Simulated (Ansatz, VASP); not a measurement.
# BaTe in VASP and in Ansatz

The input INCAR:

```
ALGO = Normal
EDIFF = 1E-6
ENCUT = 520
GGA = PE
ISIF = 2
ISMEAR = 0
LASPH = T
LCHARG = F
LREAL = F
LWAVE = F
NBANDS = 15
NELM = 80
PREC = Accurate
SIGMA = 0.05
```

Contents of KPOINTS:

```
k-points
0
Gamma
  6 6 6
```

File POSCAR:

```
BaTe
1.0
    4.2624660000      0.0000000000      0.0000000000
    0.0000000000      4.2624660000      0.0000000000
    0.0000000000      0.0000000000      4.4755893000
Ba Te
1 1
Direct
    0.0000000000      0.0000000000      0.0000000000
    0.5000000000      0.5000000000      0.5000000000
```

Input for Ansatz:

```yaml
crystal:
  lattice:
    - [4.262466, 0.0, 0.0]
    - [0.0, 4.262466, 0.0]
    - [0.0, 0.0, 4.4755893]
  atoms:
    - { symbol: Ba, position: [0.0, 0.0, 0.0] }
    - { symbol: Te, position: [0.5, 0.5, 0.5] }
basis:
  ecutwfc: 420
kpoints:
  mp_grid: { grid: [6, 6, 6] }
hamiltonian:
  xc: pbe
scf:
  occupations: { method: gaussian, width: 0.05 }
output:
  forces: true
  stress: true
  eigenvalues: true
```

Change from the starting cell: strain +0.000 along x and y, +0.050 along z, atoms carried along.

Alike in both runs: task single point; functional PBE; k mesh 6 × 6 × 6; occupations gaussian, width 0.05 eV; no spin polarisation.

|  | VASP | Ansatz |
| --- | --- | --- |
| version | VASP 6.6.1 | Ansatz 0.2.0 |
| potentials or method | VASP PAW PBE potentials, release 64 (Ba_sv, Te), cutoff 520 eV | scalar-relativistic, plane waves, PAW |
| valence electrons in the cell | 16 | 26 |

Ansatz gave:

| Property | Result |
| --- | --- |
| gap on the k mesh at the Fermi level (eV) | 0.78 |
| least direct gap on the mesh (eV) | 0.90 |
| pressure (GPa) | -1.7 |
| traceless stress, the component that is largest in VASP (GPa) | -2.19 |

Estimate VASP's values.

gap on the k mesh at the Fermi level (eV): 0.70; least direct gap on the mesh (eV): 0.82; pressure (GPa): -1.3; traceless stress, the component that is largest in VASP (GPa): -2.19.

VASP's potentials hold 16 valence electrons a cell and Ansatz's 26, so a difference there can come from the potentials and not from the codes.

Spin-orbit coupling is off throughout.
